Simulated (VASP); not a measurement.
BaS, 2 atoms in the cell. The structure is cubic, space group Fm-3m (No. 225). The conventional cell has a = 6.443 Å, b = 6.443 Å, c = 6.443 Å, α = 90.00°, β = 90.00°, γ = 90.00°. Within 4.2 Å of Ba (site symmetry m-3m) lie 6 S at 3.22 Å. S (site symmetry m-3m) has 6 Ba at 3.22 Å within 4.2 Å.  This cell differs from its parent crystal: volume scaled by 1.04.

- Program: VASP 6.6.1
- Task: single point
- Functional: PBE
- Dispersion: D3(BJ)
- Potentials or basis: VASP PAW PBE potentials, release 64 (Ba_sv, S)
- Cutoff: 520 eV
- k mesh: 6 × 6 × 6
- Occupations: gaussian, width 0.05 eV
- Spin: no spin polarisation
- Dipole correction: no
- Further INCAR settings: ALGO = Normal; EDIFF = 1e-06; NBANDS = 15

Potentials or basis: VASP PAW PBE potentials, release 64 (Ba_sv, S).

Command:

```console
$ cat potpaw_PBE.64/Ba_sv/POTCAR potpaw_PBE.64/S/POTCAR > POTCAR
$ mpirun -np 1 vasp_std > vasp.out
```

Hardware: 1 thread of Intel(R) Xeon(R) Platinum 8488C (Sapphire Rapids), on a shared host.

Q: How long does it take, and how much memory?

A: It took 9.5 s on 1 thread of Intel(R) Xeon(R) Platinum 8488C (Sapphire Rapids), with other jobs on the host, peak memory 0.21 GiB. Counts: scf iterations 13, k points 16.
